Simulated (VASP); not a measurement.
Write the native input for VASP 6.6.1 that does the following.

| Item | Value |
| --- | --- |
| Task | single point |
| Functional | PBE |
| Dispersion | D3(BJ) |
| Potentials or basis | VASP PAW PBE potentials, release 64 (C) |
| Cutoff | 600 eV |
| k mesh | 12 × 12 × 6 |
| Occupations | tetrahedron |
| Spin | no spin polarisation |
| Dipole correction | no |
| Further INCAR settings | ALGO = Normal; EDIFF = 1e-06; NBANDS = 16 |

The structure of C lies in POSCAR:

```
C
1.0
    2.5028170722      0.0000000000      0.0000000000
   -1.2514085361      2.1675031655      0.0000000000
    0.0000000000      0.0000000000      4.1660613555
C
4
Direct
    0.3333333333      0.6666666667      0.0627683312
    0.6666666667      0.3333333333      0.5627683312
    0.6666666667      0.3333333333      0.9372316688
    0.3333333333      0.6666666667      0.4372316688
```

The input as run:

INCAR

```
PREC = Accurate
ENCUT = 600
EDIFF = 1E-6
ISMEAR = -4
SIGMA = 0.02
LREAL = F
LASPH = T
NELM = 120
ALGO = Normal
ISIF = 2
LWAVE = F
LCHARG = T
GGA = PE
IVDW = 12
LELF = T
LVHAR = T
NBANDS = 16
GGA_COMPAT = F
```

KPOINTS

```
Automatic mesh
0
Gamma
  12 12 6
```

Potentials or basis: VASP PAW PBE potentials, release 64 (C).

Command:

```bash
$ cat potpaw_PBE.64/C/POTCAR > POTCAR
$ mpirun -np 1 vasp_std > vasp.out
```

It gave:

The pressure is -0.8 GPa. The largest force is 0.004 eV/Å and the band gap on the k mesh is 3.30 eV (least direct gap 4.98 eV). The dispersion energy per atom is -0.192 eV.

Caveat: three body term missing.

It took 26 s on 1 thread of AMD EPYC 7R13 Processor (Zen 3), with other jobs on the host, peak memory 0.14 GiB.
